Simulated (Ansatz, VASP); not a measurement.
Two plane-wave programs on Fe3Ge

INCAR

```
SYSTEM = Fe3Ge
PREC = Accurate ; ENCUT = 520
EDIFF = 1E-6 ; ISMEAR = -1
SIGMA = 0.03 ; LREAL = .FALSE.
LASPH = .TRUE. ; NELM = 150
ALGO = Normal ; ISIF = 2
LWAVE = .FALSE. ; LCHARG = .TRUE.
ISPIN = 2 ; MAGMOM = 3 3 3 0
LORBIT = 11 ; LMAXMIX = 4
GGA = PS ; LELF = .TRUE.
LVHAR = .TRUE. ; NBANDS = 31
```

KPOINTS

```
regular mesh
0
G
  9 9 9
  0 0 0
```

POSCAR

```
Fe3Ge
1.0
    3.8681307176      0.0000000000      0.0000000000
    0.0000000000      3.8681307176      0.0000000000
    0.0000000000      0.0000000000      3.8681307176
Fe Ge
3 1
Direct
    0.0000000000      0.5000000000      0.5000000000
    0.5000000000      0.5000000000      0.0000000000
    0.5000000000      0.0000000000      0.5000000000
    0.0000000000      0.0000000000      0.0000000000
```

Input for Ansatz:

```yaml
crystal:
  lattice:
    - [3.8681307176, 0.0, 0.0]
    - [0.0, 3.8681307176, 0.0]
    - [0.0, 0.0, 3.8681307176]
  atoms:
    - { symbol: Fe, position: [0.0, 0.5, 0.5], spin: 3.0 }
    - { symbol: Fe, position: [0.5, 0.5, 0.0], spin: 3.0 }
    - { symbol: Fe, position: [0.5, 0.0, 0.5], spin: 3.0 }
    - { symbol: Ge, position: [0.0, 0.0, 0.0] }
magnetization:
  spin_polarized: true
kpoints:
  mp_grid: { grid: [9, 9, 9] }
scf:
  occupations: { method: fermi_dirac, width: 0.03 }
  lower_state_search: "off"
hamiltonian:
  xc: pbesol
  pseudopotentials: { kind: paw }
output:
  forces: true
  stress: true
  eigenvalues: true
  populations: true
```

Change from the starting cell: volume scaled by 1.18, PAW files.

Alike in both runs: task single point; functional PBEsol; k mesh 9 × 9 × 9; occupations fermi-dirac, width 0.03 eV; collinear spin.

|  | VASP | Ansatz |
| --- | --- | --- |
| version | VASP 6.6.1 | Ansatz 0.2.0 |
| potentials or method | VASP PAW PBE potentials, release 64 (Fe, Ge_d) | PAW with Ansatz's default frozen-core files, scalar-relativistic |
| plane-wave cutoff (eV) | 520 | 420 |
| valence electrons in the cell | 38 | 62 |

Ansatz gave:

| Item | Value |
| --- | --- |
| pressure (GPa) | -24.0 |
| net moment per atom (μB) | 1.94 |
| size of the moment on the site where the two differ most (μB) | 2.67 |

Which values does VASP return?

Pressure (GPa): -23.8; net moment per atom (μB): 1.94; size of the moment on the site where the two differ most (μB): 2.64.

VASP's potentials were made for PBE, not for PBEsol. Site moments also hang on the region over which each program counts them. With one functional, cell and mesh, what is left measures potentials, basis and numerics. VASP's potentials hold 38 valence electrons a cell and Ansatz's 62, so a difference there can come from the potentials and not from the codes.
